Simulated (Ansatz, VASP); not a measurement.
# Two plane-wave programs on BeTe

```
Be Te
1.0
     0.00000    2.66207    2.66207
     2.66207    0.00000    2.66207
     2.66207    2.66207    0.00000
Be Te
1 1
Direct
  0.00000 0.00000 0.00000
  0.50000 0.50000 0.50000
```

Change from the starting cell: volume scaled by 0.98, PAW files.

Alike in both runs: task electric field gradients; functional PBE; k mesh 13 × 13 × 13; occupations fermi-dirac, width 0.05 eV; no spin polarisation.

```csv
,VASP,Ansatz
version,VASP 6.6.1,Ansatz 0.2.0
potentials or method,"VASP PAW PBE potentials, release 64 (Be, Te)","PAW with Ansatz's default frozen-core files, scalar-relativistic"
plane-wave cutoff (eV),520,420
valence electrons in the cell,8,18
```

```csv
,VASP,Ansatz,Ansatz less VASP
pressure (GPa),1.5,1.4,-0.08
```

With one functional, cell and mesh, what is left measures potentials, basis and numerics. VASP's potentials hold 8 valence electrons a cell and Ansatz's 18, so a difference there can come from the potentials and not from the codes.

Spin-orbit coupling is off throughout.
